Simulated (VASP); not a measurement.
TiCo3: single point with PBEsol

TiCo3:

```
CELL_PARAMETERS angstrom
3.79475 0.00000 0.00000
0.00000 3.79475 0.00000
0.00000 0.00000 3.79475
ATOMIC_POSITIONS crystal
Ti 0.00000 0.00000 0.00000
Co 0.00000 0.50000 0.50000
Co 0.50000 0.00000 0.50000
Co 0.50000 0.50000 0.00000
```

* Program: VASP 6.6.1
* Task: single point
* Functional: PBEsol
* Potentials or basis: VASP PAW PBE potentials, release 64 (Ti_sv, Co)
* Cutoff: 520 eV
* k mesh: 10 × 10 × 10
* Occupations: fermi-dirac, width 0.05 eV
* Spin: collinear spin, ferromagnetic start
* Starting moments: [0.0, 2.0, 2.0, 2.0] μB
* Dipole correction: no
* Further INCAR settings: ALGO = Normal; EDIFF = 1e-06; NBANDS = 32

```yaml
Pressure: -28.1 GPa
Net_moment: 2.73 μB per cell
Site_moments: Ti -0.59; Co +1.20 μB
Valence_electrons_inside_the_program's_atomic_spheres: Ti 10.17; Co 8.06
```

Levels at points of the mesh, in eV from the Fermi level:
Spin up:
```csv
k point,band 18,band 19,band 20,band 21,band 22,band 23,band 24,band 25
"(0.00, 0.00, 0.00)",-0.39,-0.39,-0.39,1.67,1.67,2.66,2.66,2.66
"(0.50, 0.00, 0.00)",-1.23,-1.23,-0.95,-0.39,0.90,0.90,1.25,2.06
"(0.50, 0.50, 0.00)",-1.57,-1.19,-1.14,-1.03,0.90,0.90,1.32,1.32
"(0.50, 0.50, 0.50)",-0.58,-0.58,-0.09,0.47,0.47,0.47,1.24,1.24
```
Spin down:
```tsv
k point	band 15	band 16	band 17	band 18	band 19	band 20	band 21	band 22
(0.00, 0.00, 0.00)	0.35	0.35	0.82	0.92	0.92	0.92	2.01	2.01
(0.50, 0.00, 0.00)	-0.50	-0.23	-0.16	-0.16	0.02	0.50	0.82	0.82
(0.50, 0.50, 0.00)	-1.07	-1.04	-0.25	-0.22	-0.22	-0.06	0.10	1.20
(0.50, 0.50, 0.50)	-0.62	-0.62	-0.06	0.26	0.26	0.26	0.79	0.79
```

Run time: 4.4 min on 1 thread of AMD EPYC 7R13 (shared host), peak memory 0.25 GiB.

Caveat: the cell stands under tension; the PAW data sets were made with another functional, which shifts forces and pressure a little.
